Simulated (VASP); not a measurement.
Here is a VASP 6.6.1 calculation.

Contents of INCAR:

```
SYSTEM = Se
PREC = Accurate
ENCUT = 600
EDIFF = 1E-6
ISMEAR = -1
SIGMA = 0.05
LREAL = .False.
LASPH = .True.
NELM = 80
ALGO = Normal
ISIF = 3
LWAVE = .False.
LCHARG = .False.
GGA = PS
IVDW = 12
IBRION = 2
NSW = 60
EDIFFG = -0.01
```

KPOINTS

```
Automatic mesh
0
Gamma
  7 7 6
  0 0 0
```

POSCAR

```
Se
1.0
    4.3662000000      0.0000000000      0.0000000000
   -2.1831000000      3.7812401180      0.0000000000
    0.0000000000      0.0000000000      4.9536000000
Se
3
Direct
    0.7746000000      0.7746000000      0.0000000000
    0.0000000000      0.2254000000      0.6666666667
    0.2254000000      0.0000000000      0.3333333333
```

Potentials or basis: VASP PAW PBE potentials, release 64 (Se).

Launch:

```console
$ cat potpaw_PBE.64/Se/POTCAR > POTCAR
$ mpirun -np 1 vasp_std > vasp.out
```

Estimate the band gap on the k mesh.

0.81 eV, indirect (least direct gap 0.96 eV).

Estimate the dispersion energy per atom.

-0.336 eV.

What does it give for the relaxed volume?

22.41 Å³/atom.

Predict the relaxed cell.

a = 3.884 Å, b = 3.884 Å, c = 5.146 Å, α = 90.00°, β = 90.00°, γ = 120.00°.

The path:
```
step  energy change (eV)  largest force (eV/Å)  pressure (GPa)  volume (Å³)
   1              0.0000                0.3270           -1.27        81.78
   2             -0.0405                0.3879           -0.75        79.25
   3             -0.1220                0.5952            1.90        71.90
   4              0.1567                0.9579           15.25        58.37
   5             -0.1101                0.7739            3.36        70.22
   6             -0.1229                0.7115            3.19        69.88
   7             -0.1550                0.5423            2.79        68.88
   8             -0.1934                0.2715            2.37        66.87
   9             -0.1758                0.0713            3.20        62.86
  10             -0.2008                0.1264            2.51        65.30
  11             -0.2103                0.0733            1.52        66.17
  12             -0.2157                0.0392           -0.39        68.06
  13             -0.2162                0.0148            0.00        67.64
  14             -0.2162                0.0120            0.04        67.60
  15             -0.2165                0.0102            0.05        67.57
  16             -0.2175                0.0052            0.04        67.47
  17             -0.2185                0.0054            0.03        67.29
  18             -0.2186                0.0085            0.03        67.22
```

Caveat: the volume moved by over 15 % at a fixed basis, so the end points are rough; the PAW data sets were made with another functional, which shifts forces and pressure a little; the volume moved by -18 % from the deposited cell, more than functionals usually miss. PBEsol gaps usually lie below the measured ones, often by a third to a half.
